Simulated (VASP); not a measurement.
Here is a VASP 6.6.1 calculation.

The input INCAR:

```
SYSTEM = Li
ALGO     = Normal         ! electronic algorithm
DIPOL    = 0.5 0.5 0.500
EDIFF    = 1E-6           ! SCF threshold, eV
ENCUT    = 520            ! plane-wave cutoff, eV
GGA      = PE             ! functional
IDIPOL   = 3            
ISIF     = 2              ! what is computed and relaxed
ISMEAR   = -1             ! smearing method
LASPH    = .True.         ! aspherical terms in the spheres
LCHARG   = .True.         ! write CHGCAR
LDIPOL   = .True.       
LELF     = .True.         ! ELF
LREAL    = .False.        ! projectors in reciprocal space
LVACPOTAV= .True.       
LVHAR    = .True.       
LWAVE    = .False.        ! write WAVECAR
NBANDS   = 18             ! bands
NELM     = 60             ! most SCF steps
PREC     = Accurate       ! precision mode
SIGMA    = 0.08           ! smearing width, eV
```

File KPOINTS:

```
k-points
0
Gamma
  9 9 1
  0 0 0
```

POSCAR

```
Li
1.0
    4.8518899234      0.0000000000      0.0000000000
   -2.4259449617      4.2018599300      0.0000000000
    0.0000000000      0.0000000000     24.9519000000
Li
6
Direct
    0.1666666667      0.3333333333      0.4021053712
    0.5000000000      1.0000000000      0.4444409468
    0.8333333333      0.6666666667      0.4786493434
    0.1666666667      0.3333333333      0.5213506650
    0.5000000000      1.0000000000      0.5555590567
    0.8333333333      0.6666666667      0.5978946165
```

Potentials or basis: VASP PAW PBE potentials, release 64 (Li_sv).

The run is started by

```sh
$ cat potpaw_PBE.64/Li_sv/POTCAR > POTCAR
$ mpirun -np 1 vasp_std > vasp.out
```

Q: What does it give for the band gap on the k mesh?

A: Zero (bands 9 and 10 overlap by 0.35 eV).

Forces in eV/Å, atoms in the order of the input:
```
Li   0.000  0.000 -0.001
Li   0.000  0.000 -0.002
Li   0.000  0.000 -0.001
Li   0.000  0.000  0.001
Li   0.000  0.000  0.002
Li   0.000  0.000  0.001
```
